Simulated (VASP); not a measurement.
Wanted: the native input for a VASP 6.6.1 run.

```yaml
Task: electric field gradients
Functional: PBE
Potentials_or_basis: VASP PAW PBE potentials, release 64 (Mn_pv, O)
Cutoff: 520 eV
k_mesh: 16 × 16 × 16
Occupations: fermi-dirac, width 0.05 eV
Spin: collinear spin, ferromagnetic start
Starting_moments: "[4.0, 0.0] μB"
Dipole_correction: no
Further_INCAR_settings: ALGO = Normal; EDIFF = 1e-08; NBANDS = 20
```

The structure of MnO lies in POSCAR:

```
MnO
1.0
    0.0222200000      2.2331100000      2.2331100000
    2.2331100000      0.0222200000      2.2331100000
    2.2331100000      2.2331100000      0.0222200000
Mn O
1 1
Direct
    0.0000000000      0.0000000000      0.0000000000
    0.5000000000      0.5000000000      0.5000000000
```

This cell differs from its parent crystal: equal xy, yz and zx shear strains of +1 %.

The input as run:

INCAR

```
ALGO = Normal
EDIFF = 1E-8
ENCUT = 520
GGA = PE
ISIF = 2
ISMEAR = -1
ISPIN = 2
LASPH = T
LCHARG = F
LEFG = T
LMAXMIX = 4
LORBIT = 11
LREAL = F
LWAVE = F
MAGMOM = 4 0
NBANDS = 20
NELM = 150
PREC = Accurate
SIGMA = 0.05
```

KPOINTS

```
k-points
0
Gamma
  16 16 16
```

Potentials or basis: VASP PAW PBE potentials, release 64 (Mn_pv, O).

Command:

```console
$ cat potpaw_PBE.64/Mn_pv/POTCAR potpaw_PBE.64/O/POTCAR > POTCAR
$ mpirun -np 1 vasp_std > vasp.out
```

It gave:

| Quantity | Value |
| --- | --- |
| Pressure | 0.1 GPa |
| Net moment | 4.76 μB per cell |
| Site moments | Mn +4.33; O +0.20 μB |
| Largest electric field gradient by atom | Mn -1.5; O +4.0 V/Å² |
| Valence electrons inside the program's atomic spheres | Mn 11.36; O 4.98 |

Caveat: the cell differs from its parent crystal (equal xy, yz and zx shear strains of +1 %); without QUAD_EFG the Cq values of the log hold for a quadrupole moment of 1 mb, not for the nuclei; a cell with one magnetic atom can't hold antiferromagnetic order, which such compounds often take.

Wall time 3.3 min on 1 thread of Intel(R) Xeon(R) Platinum 8488C (Sapphire Rapids) (shared host), peak memory 0.36 GiB.
